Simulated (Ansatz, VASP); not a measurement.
ReSb: VASP beside Ansatz

```xyz
2
Lattice="0.0000 2.5415 2.5415 2.5415 0.0000 2.5415 2.5415 2.5415 0.0000" Properties=species:S:1:pos:R:3 pbc="T T T"
Re    0.0000    0.0000    0.0000
Sb    1.2707    1.2707    1.2707
```

Change from the starting cell: volume scaled by 0.6, LAPW.

Alike in both runs: task single point; functional PBE; k mesh 12 × 12 × 12; occupations fermi-dirac, width 0.08 eV; no spin polarisation.

|  | VASP | Ansatz |
| --- | --- | --- |
| version | VASP 6.6.1 | Ansatz 0.2.0 |
| potentials or method | VASP PAW PBE potentials, release 64 (Re, Sb), cutoff 520 eV | all-electron LAPW, scalar-relativistic |

|  | VASP | Ansatz | Ansatz less VASP |
| --- | --- | --- | --- |
| pressure (GPa) | 147.6 | 151.0 | +3.40 |

Both programs put the cell under a high pressure, so it lies far from rest at this level. Ansatz ran all-electron here, and VASP with PAW potentials.

Neither program's run includes spin-orbit coupling. Noted on VASP's run: the cell as given lies far from equilibrium.
